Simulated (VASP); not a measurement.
# MgS (F-43m) in VASP: further runs

MgS is run at these levels: r2SCAN; tasks: single point.

All numbers are computed with VASP 6.6.1; they aren't measurements. Logs are shortened: lines on timing, memory, paths and dates and some standing lists are left out, and cuts for length are marked.

### 1 The cell of the first run

Symmetry: F-43m, No. 216, cubic system. The conventional cell has a = 5.430 Å, b = 5.430 Å, c = 5.430 Å, α = 90.00°, β = 90.00°, γ = 90.00°. Mg (site symmetry -43m) has 4 S at 2.35 Å within 3.1 Å. S (site symmetry -43m) has 4 Mg at 2.35 Å within 3.1 Å.

### 2 Single point, r2SCAN

POSCAR reads:

```
MgS
1.0
    0.0000000000      2.7149335330      2.7149335330
    2.7149335330      0.0000000000      2.7149335330
    2.7149335330      2.7149335330      0.0000000000
Mg S
1 1
Direct
    0.0000000000      0.0000000000      0.0000000000
    0.7500000000      0.7500000000      0.7500000000
```

INCAR.step1 reads:

```
SYSTEM = MgS
  PREC = Accurate
  ENCUT = 660
  ISMEAR = 0
  SIGMA = 0.01
  LREAL = .FALSE.
  LASPH = .TRUE.
  NELM = 120
  NBANDS = 11
  GGA = PE
  ALGO = Normal
  EDIFF = 1E-5
  LWAVE = .TRUE.
  LCHARG = .FALSE.
  GGA_COMPAT = .FALSE.
```

INCAR.step2 reads:

```
SYSTEM = MgS
  PREC = Accurate
  ENCUT = 660
  EDIFF = 1E-6
  ISMEAR = 0
  SIGMA = 0.01
  LREAL = .FALSE.
  LASPH = .TRUE.
  NELM = 120
  ALGO = Normal
  ISIF = 2
  LWAVE = .FALSE.
  LCHARG = .FALSE.
  METAGGA = R2SCAN
  LMIXTAU = .TRUE.
  NBANDS = 11
  ISTART = 1
  GGA_COMPAT = .FALSE.
```

KPOINTS reads:

```
regular mesh
0
G
  5 5 5
  0 0 0
```

Potentials or basis: VASP PAW PBE potentials, release 64 (Mg, S).

Launch:

```console
> cat potpaw_PBE.64/Mg/POTCAR potpaw_PBE.64/S/POTCAR > POTCAR
> cp INCAR.step1 INCAR
> mpirun -np 1 vasp_std > vasp.out
> cp INCAR.step2 INCAR
> mpirun -np 1 vasp_std > vasp.out
```

OUTCAR:

```text
SYSTEM = MgS
   PREC = Accurate
   ENCUT = 660
   EDIFF = 1E-6
   ISMEAR = 0
   LREAL = .FALSE.
   LASPH = .TRUE.
   NELM = 120
   ISIF = 2
   METAGGA = R2SCAN
   ISTART = 1

 ion  position               nearest neighbor table
   1  0.000  0.000  0.000-   2 2.35   2 2.35   2 2.35   2 2.35
   2  0.750  0.750  0.750-   1 2.35   1 2.35   1 2.35   1 2.35

  LATTYP: Found a face centered cubic cell.
 ALAT       =     5.4298670660

  Lattice vectors:

 A1 = (   0.0000000000,   2.7149335330,   2.7149335330)
 A2 = (   2.7149335330,   0.0000000000,   2.7149335330)
 A3 = (   2.7149335330,   2.7149335330,   0.0000000000)

Analysis of symmetry for initial positions (statically):
=====================================================================
 Subroutine PRICEL returns:
 Original cell was already a primitive cell.

 Routine SETGRP: Setting up the symmetry group for a
 face centered cubic supercell.

 Subroutine GETGRP returns: Found 24 space group operations
 (whereof 24 operations were pure point group operations)
 out of a pool of 48 trial point group operations.

The static configuration has the point symmetry T_d .

Analysis of symmetry for dynamics (positions and initial velocities):
=====================================================================
 Subroutine PRICEL returns:
 Original cell was already a primitive cell.

 Routine SETGRP: Setting up the symmetry group for a
 face centered cubic supercell.

 Subroutine GETGRP returns: Found 24 space group operations
 (whereof 24 operations were pure point group operations)
 out of a pool of 48 trial point group operations.

The dynamic configuration has the point symmetry T_d .

 Subroutine INISYM returns: Found 24 space group operations
 (whereof 24 operations are pure point group operations),
 and found     1 'primitive' translations

----------------------------------------------------------------------------------------

                                     Primitive cell

  volume of cell :      40.0228

  direct lattice vectors                    reciprocal lattice vectors
     0.000000000  2.714933533  2.714933533    -0.184166571  0.184166571  0.184166571
     2.714933533  0.000000000  2.714933533     0.184166571 -0.184166571  0.184166571
     2.714933533  2.714933533  0.000000000     0.184166571  0.184166571 -0.184166571

  length of vectors
     3.839495823  3.839495823  3.839495823     0.318985858  0.318985858  0.318985858

  position of ions in fractional coordinates (direct lattice)
     0.000000000  0.000000000  0.000000000
     0.750000000  0.750000000  0.750000000

  ion indices of the primitive-cell ions
   primitive index   ion index
                 1           1
                 2           2

----------------------------------------------------------------------------------------

 KPOINTS: regular mesh

Automatic generation of k-mesh.
 Grid dimensions read from file:
 generate k-points for:    5    5    5

 Generating k-lattice:

  Cartesian coordinates                     Fractional coordinates (reciprocal lattice)
    -0.036833314  0.036833314  0.036833314     0.200000000  0.000000000  0.000000000
     0.036833314 -0.036833314  0.036833314     0.000000000  0.200000000  0.000000000
     0.036833314  0.036833314 -0.036833314     0.000000000  0.000000000  0.200000000

  Length of vectors
     0.063797172  0.063797172  0.063797172

  Shift w.r.t. Gamma in fractional coordinates (k-lattice)
     0.000000000  0.000000000  0.000000000

 Subroutine IBZKPT returns following result:
 ===========================================

 Found     10 irreducible k-points:

 Following reciprocal coordinates:
            Coordinates               Weight
  0.000000  0.000000  0.000000      1.000000
  0.200000  0.000000  0.000000      8.000000
  0.400000  0.000000  0.000000      8.000000
  0.200000  0.200000  0.000000      6.000000
  0.400000  0.200000  0.000000     24.000000
 -0.400000  0.200000  0.000000     24.000000
 -0.200000  0.200000  0.000000     12.000000
  0.400000  0.400000  0.000000      6.000000
 -0.400000  0.400000  0.000000     12.000000
 -0.400000  0.400000  0.200000     24.000000
   k-points           NKPTS =     10   k-points in BZ     NKDIM =     10   number of bands    NBANDS=     11
   number of dos      NEDOS =    301   number of ions     NIONS =      2
   total plane-waves  NPLWV =  32768
   dimension x,y,z NGX =    32 NGY =   32 NGZ =   32
   dimension x,y,z NGXF=    64 NGYF=   64 NGZF=   64
   ions per type =               1   1
   NGX,Y,Z   is equivalent  to a cutoff of  13.86, 13.86, 13.86 a.u.
   NGXF,Y,Z  is equivalent  to a cutoff of  27.71, 27.71, 27.71 a.u.
 SYSTEM =  MgS
   PREC   = accura    normal or accurate (medium, high low for compatibility)
   ISTART =      1    job   : 0-new  1-cont  2-samecut
   ICHARG =      0    charge: 1-file 2-atom 10-const
   ISPIN  =      1    spin polarized calculation?
   LNONCOLLINEAR =      F non collinear calculations
   LSORBIT =      F    spin-orbit coupling
   LASPH  =      T    aspherical Exc in radial PAW
   ENCUT  =  660.0 eV  48.51 Ry    6.96 a.u.   8.04  8.04  8.04*2*pi/ulx,y,z
   NELM   =    120;   NELMIN=  2; NELMDL=  0     # of ELM steps
   EDIFF  = 0.1E-05   stopping-criterion for ELM
   LREAL  =      F    real-space projection
   EDIFFG = 0.1E-04   stopping-criterion for IOM
   NSW    =      0    number of steps for IOM
   IBRION =     -1    ionic relax: 0-MD 1-quasi-New 2-CG
   NFREE  =      0    steps in history (QN), initial steepest desc. (CG)
   ISIF   =      2    stress and relaxation
   ISYM   =      2    0-nonsym 1-usesym 2-fastsym
   POTIM  = 0.5000    time-step for ionic-motion
   TEBEG  =    0.0;   TEEND  =   0.0 temperature during run
   PSTRESS=    0.0 pullay stress
   NELECT =       8.0000    total number of electrons
   NUPDOWN=      -1.0000    fix difference up-down
   EMIN   =  10.00;   EMAX   =-10.00  energy-range for DOS
   EFERMI =   0.00;   METHOD = LEGACY
   ISMEAR =     0;   SIGMA  =   0.01  broadening in eV -4-tet -1-fermi 0-gaus
   EFERMI_NEDOS =   21; number of points for ismear=-14 and -15
   IALGO  =     38    algorithm
   IMIX   =      4    mixing-type and parameters
     AMIX     =   0.40;   BMIX     =  1.00
     AMIX_MAG =   1.60;   BMIX_MAG =  1.00
  volume/ion in A,a.u.               =      20.01       135.04
  Fermi-wavevector in a.u.,A,eV,Ry     =   0.957199  1.808844 12.466068  0.916230
  Thomas-Fermi vector in A             =   2.086196
   LORBIT       =      0    0 simple, 1 ext, 2 COOP (PROOUT), +10 PAW based schemes
   METAGGA = R2SCAN    functional components
   LHFCALC =     F    Hartree Fock is set to
   AEXX    =    0.0000 exact exchange contribution
   IVDW    =     0    specifies the selected vdW correction
   LEPSILON=     F    determine dielectric tensor
   LRPA    =     F    only Hartree local field effects (RPA)
 non-spin polarized calculation
 Gauss-broadening in eV      SIGMA  =   0.01
  energy-cutoff  :      660.00
  volume of cell :       40.02
 maximum number of plane-waves:      1554
   NGX = 17   NGY = 17   NGZ = 17

 number of electron       8.0000001 magnetization

 Free energy of the ion-electron system (eV)
  ---------------------------------------------------
  ext. energy  EPLUGINS =         0.00000000
  ---------------------------------------------------
  free energy    TOTEN  =       -15.31146421 eV

  energy without entropy =      -15.31146421  energy(sigma->0) =      -15.31146421

 E-fermi :   1.6549     XC(G=0):  -9.2886

 val. band max:        1.6067451837   @ k =   0.0000   0.0000   0.0000
 cond. band min:       6.1692267626   @ k =   0.4000   0.4000   0.0000
 fundamental gap:      4.5624815789
 Fermi energy:         1.6549454528

 k-point     1 :       0.0000    0.0000    0.0000
  band No.  band energies     occupation
      1     -10.5972      2.00000
      2       1.6067      2.00000
      3       1.6067      2.00000
      4       1.6067      2.00000
      5       6.4387      0.00000
      6      10.5193      0.00000
      7      10.5193      0.00000
      8      10.5193      0.00000
      9      13.3153      0.00000
     10      13.3153      0.00000
     11      17.1855      0.00000

 k-point     2 :       0.2000    0.0000    0.0000
  band No.  band energies     occupation
      1     -10.3214      2.00000
      2       0.0744      2.00000
      3       1.4677      2.00000
      4       1.4677      2.00000
      5       7.6689      0.00000
      6      10.4363      0.00000
      7      10.7950      0.00000
      8      10.7950      0.00000
      9      12.7322      0.00000
     10      12.7322      0.00000
     11      15.6178      0.00000

 k-point     3 :       0.4000    0.0000    0.0000
  band No.  band energies     occupation
      1      -9.7943      2.00000
      2      -1.7249      2.00000
      3       1.2677      2.00000
      4       1.2677      2.00000
      5       7.9077      0.00000
      6      10.1154      0.00000
      7      10.1154      0.00000
      8      11.4026      0.00000
      9      14.8987      0.00000
     10      14.8987      0.00000
     11      15.8210      0.00000

 k-point     4 :       0.2000    0.2000    0.0000
  band No.  band energies     occupation
      1     -10.2300      2.00000
      2       0.1762      2.00000
      3       1.1286      2.00000
      4       1.1286      2.00000
      5       7.8534      0.00000
      6       9.4269      0.00000
      7      11.0355      0.00000
      8      11.7460      0.00000
      9      11.7460      0.00000
     10      14.0666      0.00000
     11      18.3715      0.00000
[... 43 lines left out ...]
 k-point     8 :       0.4000    0.4000    0.0000
  band No.  band energies     occupation
      1      -9.5310      2.00000
      2      -1.3650      2.00000
      3       0.4953      2.00000
      4       0.4953      2.00000
      5       6.1692      0.00000
      6       8.1840      0.00000
      7      14.0404      0.00000
      8      14.5770      0.00000
      9      14.5770      0.00000
     10      16.0590      0.00000
     11      18.3141      0.00000

 k-point     9 :      -0.4000    0.4000    0.0000
  band No.  band energies     occupation
      1      -9.3974      2.00000
      2      -1.3280      2.00000
      3      -0.3652      2.00000
      4       0.5704      2.00000
      5       6.6041      0.00000
      6       9.0896      0.00000
      7      13.3589      0.00000
      8      13.5003      0.00000
      9      14.7887      0.00000
     10      15.5601      0.00000
     11      18.7492      0.00000

 k-point    10 :      -0.4000    0.4000    0.2000
  band No.  band energies     occupation
      1      -9.4686      2.00000
      2      -1.1764      2.00000
      3      -0.3127      2.00000
      4       0.4345      2.00000
      5       7.7047      0.00000
      6      10.0190      0.00000
      7      10.5935      0.00000
      8      12.7787      0.00000
      9      14.8079      0.00000
     10      16.1631      0.00000
     11      18.7258      0.00000

------------------------ aborting loop because EDIFF is reached ----------------------------------------

  FORCE on cell =-STRESS in cart. coord.  units (eV):
  Direction    XX          YY          ZZ          XY          YZ          ZX
  --------------------------------------------------------------------------------------
  -------------------------------------------------------------------------------------
  Total        2.3666873      2.3666873      2.3666873      0.0000000      0.0000000      0.0000000
  in kB       94.7422848     94.7422848     94.7422848      0.0000000      0.0000000      0.0000000
  external PRESSURE =      94.7422848 kB  Pullay stress =       0.0000000 kB

 VOLUME and BASIS-vectors are now :
 -----------------------------------------------------------------------------
  energy-cutoff  :      660.00
  volume of cell :       40.02
      direct lattice vectors                 reciprocal lattice vectors
     0.000000000  2.714933533  2.714933533    -0.184166571  0.184166571  0.184166571
     2.714933533  0.000000000  2.714933533     0.184166571 -0.184166571  0.184166571
     2.714933533  2.714933533  0.000000000     0.184166571  0.184166571 -0.184166571

 POSITION                                       TOTAL-FORCE (eV/Angst)
 -----------------------------------------------------------------------------------
      0.00000      0.00000      0.00000         0.000000     -0.000000      0.000000
      4.07240      4.07240      4.07240        -0.000000      0.000000     -0.000000
 -----------------------------------------------------------------------------------
    total drift:                               -0.000000     -0.000000     -0.000000

  FREE ENERGIE OF THE ION-ELECTRON SYSTEM (eV)
  ---------------------------------------------------
  free  energy   TOTEN  =       -15.3114642072 eV

  energy  without entropy=      -15.3114642072  energy(sigma->0) =      -15.31146421
```

Wall time 23 s (1 thread of AMD EPYC 7R13 (Zen 3), shared host); peak memory 0.16 GiB.

What came out:

```yaml
Free_energy: -15.3115 eV
Pressure: 9.5 GPa
Band_gap_on_the_k_mesh: 4.56 eV (least direct gap 4.83 eV)
```

Caveat: the cell stands under pressure; the PAW data sets were made with another functional, which shifts forces and pressure a little; an odd mesh through Γ misses points on the zone boundary, where band edges can lie.

### 3 Single point, r2SCAN

This run uses another cell than the first one, of 20.92 Å³/atom.

POSCAR reads:

```
MgS
1.0
    0.0000000000      2.7554609040      2.7554609040
    2.7554609040      0.0000000000      2.7554609040
    2.7554609040      2.7554609040      0.0000000000
Mg S
1 1
Direct
    0.0000000000      0.0000000000      0.0000000000
    0.7500000000      0.7500000000      0.7500000000
```

INCAR.step1 reads:

```
ALGO = Normal ; EDIFF = 1E-5
ENCUT = 660 ; GGA = PE
GGA_COMPAT = F ; ISMEAR = 0
LASPH = T ; LCHARG = F
LREAL = F ; LWAVE = T
NBANDS = 11 ; NELM = 120
PREC = Accurate ; SIGMA = 0.01
```

INCAR.step2 reads:

```
ALGO = Normal ; EDIFF = 1E-6
ENCUT = 660 ; GGA_COMPAT = F
ISIF = 2 ; ISMEAR = 0
ISTART = 1 ; LASPH = T
LCHARG = F ; LMIXTAU = T
LREAL = F ; LWAVE = F
METAGGA = R2SCAN ; NBANDS = 11
NELM = 120 ; PREC = Accurate
SIGMA = 0.01
```

KPOINTS reads:

```
k-points
0
Gamma
  5 5 5
```

Potentials or basis: VASP PAW PBE potentials, release 64 (Mg, S).

Launch:

```console
> cat potpaw_PBE.64/Mg/POTCAR potpaw_PBE.64/S/POTCAR > POTCAR
> cp INCAR.step1 INCAR
> mpirun -np 1 vasp_std > vasp.out
> cp INCAR.step2 INCAR
> mpirun -np 1 vasp_std > vasp.out
```

Wall time 35 s (1 thread of AMD EPYC 7R13 (Zen 3), shared host); peak memory 0.18 GiB.

The run converged. Its results:

* Free energy: -15.3956 eV
* Pressure: 5.5 GPa
* Band gap on the k mesh: 4.57 eV

Levels at points of the mesh, in eV from the valence-band top:
```csv
k point,band 2,band 3,band 4,band 5,band 6,band 7
"(0.00, 0.00, 0.00)",0.00,0.00,0.00,4.57,8.80,8.80
```

Caveat: the cell stands under pressure; the PAW data sets were made with another functional, which shifts forces and pressure a little; an odd mesh through Γ misses points on the zone boundary, where band edges can lie.

[end of part 1 of 2]
